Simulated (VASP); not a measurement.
Set up this calculation in VASP 6.6.1, as the native input.

| Item | Value |
| --- | --- |
| Task | single point |
| Functional | PBEsol |
| Potentials or basis | VASP PAW PBE potentials, release 64 (Mg_sv, F) |
| Cutoff | 840 eV |
| k mesh | 6 × 6 × 8 |
| Occupations | gaussian, width 0.02 eV |
| Spin | no spin polarisation |
| Dipole correction | no |
| Further INCAR settings | ALGO = Normal; EDIFF = 1e-06; NBANDS = 33 |

The structure of MgF2 lies in POSCAR:

```
MgF2
1.0
    4.6382900969      0.0000000000      0.0000000000
    0.0000000000      4.6382900969      0.0000000000
    0.0000000000      0.0000000000      3.0625603088
Mg F
2 4
Direct
    0.0000000000      0.0000000000      0.0000000000
    0.5000000000      0.5000000000      0.5000000000
    0.3033942654      0.3033942654      0.0000000000
    0.1966057346      0.8033942654      0.5000000000
    0.6966057346      0.6966057346      0.0000000000
    0.8033942654      0.1966057346      0.5000000000
```

The input as run:

INCAR

```
PREC = Accurate
ENCUT = 840
EDIFF = 1E-6
ISMEAR = 0
SIGMA = 0.02
LREAL = F
LASPH = T
NELM = 120
ALGO = Normal
ISIF = 2
LWAVE = F
LCHARG = F
GGA = PS
NBANDS = 33
GGA_COMPAT = F
```

KPOINTS

```
Automatic mesh
0
Gamma
  6 6 8
```

Potentials or basis: VASP PAW PBE potentials, release 64 (Mg_sv, F).

The run is started by

```sh
$ cat potpaw_PBE.64/Mg_sv/POTCAR potpaw_PBE.64/F/POTCAR > POTCAR
$ mpirun -np 1 vasp_std > vasp.out
```

It gave:

```json
{
 "Pressure": "0.1 GPa",
 "Largest force": "0.009 eV/Å",
 "Band gap on the k mesh": "6.88 eV"
}
```

Caveat: the PAW data sets were made with another functional, which shifts forces and pressure a little.

It took 3.2 min on 1 thread of Intel(R) Xeon(R) Platinum 8375C CPU @ 2.90GHz (Ice Lake), with other jobs on the host, peak memory 0.34 GiB.
